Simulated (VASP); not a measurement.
A run of VASP 6.6.1 is set up as follows.

File INCAR:

```
SYSTEM = WSe2
  PREC = Accurate
  ENCUT = 520
  EDIFF = 1E-7
  ISMEAR = 0
  SIGMA = 0.05
  LREAL = .FALSE.
  LASPH = .TRUE.
  NELM = 80
  ALGO = Normal
  ISIF = 2
  LWAVE = .FALSE.
  LCHARG = .FALSE.
  LDIPOL = .TRUE.
  IDIPOL = 3
  DIPOL = 0.5 0.5 0.389
  GGA = PE
  IVDW = 12
  NBANDS = 35
```

KPOINTS

```
Automatic mesh
0
G
  9 9 1
  0 0 0
```

POSCAR

```
WSe2
1.0
    3.2854926884      0.0000000000      0.0000000000
   -1.6427463442      2.8453201321      0.0000000000
    0.0000000000      0.0000000000     24.2386466672
Se W
4 2
Direct
    0.3333333333      0.6666666667      0.1856539295
    0.3333333333      0.6666666667      0.3246601777
    0.6666666667      1.3333333333      0.4529676712
    0.6666666667      1.3333333333      0.5919739193
    0.6666666667      0.3333333333      0.2551570536
    1.0000000000      1.0000000000      0.5224707953
```

Potentials or basis: VASP PAW PBE potentials, release 64 (Se, W_sv).

Run with:

```sh
$ cat potpaw_PBE.64/Se/POTCAR potpaw_PBE.64/W_sv/POTCAR > POTCAR
$ mpirun -np 1 vasp_std > vasp.out
```

Q: Predict the band gap on the k mesh.

A: 1.44 eV (least direct gap 1.61 eV).

Q: What does it give for the dispersion energy per atom?

A: -0.400 eV.

Q: What does it give for the largest force?

A: 0.050 eV/Å.

Forces on the atoms (eV/Å):
```
Se   0.000  0.000 -0.030
Se   0.000  0.000  0.050
Se   0.000  0.000 -0.028
Se   0.000  0.000  0.040
W    0.000  0.000  0.018
W    0.000  0.000 -0.049
```

Caveat: the cell differs from its parent crystal (layers slid over each other); spin-orbit coupling is left out, which moves the levels of the heavy elements.
